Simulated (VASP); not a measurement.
A run of VASP 6.6.1 is set up as follows.

File INCAR:

```
SYSTEM = TaSi2
PREC = Accurate ; ENCUT = 520
EDIFF = 1E-6 ; ISMEAR = 0
SIGMA = 0.1 ; LREAL = .FALSE.
LASPH = .TRUE. ; NELM = 100
ALGO = Normal ; ISIF = 2
LWAVE = .FALSE. ; LCHARG = .FALSE.
GGA = PE ; NBANDS = 16
```

The input KPOINTS:

```
regular mesh
0
G
  12 12 12
  0 0 0
```

The input POSCAR:

```
TaSi2
1.0
    2.2639634572      1.3070999114      2.9742312661
   -2.2639634572      1.3070999114      2.9742312661
    0.0000000000     -2.6141998228      2.9742312661
Ta Si
1 2
Direct
    0.5000000000      0.5000000000      0.5000000000
    0.2051194283      0.2051194283      0.2051194283
    0.7948805717      0.7948805717      0.7948805717
```

Potentials or basis: VASP PAW PBE potentials, release 64 (Ta_pv, Si).

Command:

```console
$ cat potpaw_PBE.64/Ta_pv/POTCAR potpaw_PBE.64/Si/POTCAR > POTCAR
$ mpirun -np 1 vasp_std > vasp.out
```

(1) Estimate the band gap on the k mesh.

(2) Predict the pressure.

Results:

(1) zero (an odd number of electrons rules out a gap without spin polarisation).

(2) 0.0 GPa.

Caveat: spin-orbit coupling is left out, which moves the levels of the heavy elements; an odd number of electrons without spin polarisation forces a metal; a magnetic or distorted state may lie lower.
